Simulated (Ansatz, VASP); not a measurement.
C: VASP beside Ansatz

```xyz
4
Lattice="2.4657 0.0000 0.0000 -1.2328 2.1353 0.0000 0.0000 0.0000 17.5001" Properties=species:S:1:pos:R:3 pbc="T T T"
C     1.2328    0.7118    4.5000
C     0.0000    1.4235    4.5000
C     2.0547    0.7118    7.4801
C     3.2875    0.0000    7.4800
```

Alike in both runs: task single point; functional PBE; dispersion D3(BJ); k mesh 15 × 15 × 1; occupations gaussian, width 0.1 eV; no spin polarisation.

```csv
,VASP,Ansatz
version,VASP 6.6.1,Ansatz 0.2.0
potentials or method,"VASP PAW PBE potentials, release 64 (C), cutoff 520 eV","scalar-relativistic, plane waves, PAW"
valence electrons in the cell,16,16
```

|  | VASP | Ansatz | Ansatz less VASP |
| --- | --- | --- | --- |
| gap on the k mesh at the Fermi level (eV) | 0.73 | 0.73 | -0.001 |
| least direct gap on the mesh (eV) | 0.73 | 0.73 | -0.001 |
| rms of the force components (eV/Å) | 0.112 | 0.112 | -0.0001 |

Atom by atom the forces differ by 0.000 eV/Å (rms over components). Ansatz's warnings: structure snapped to symmetry, xc potential rough in thin density.
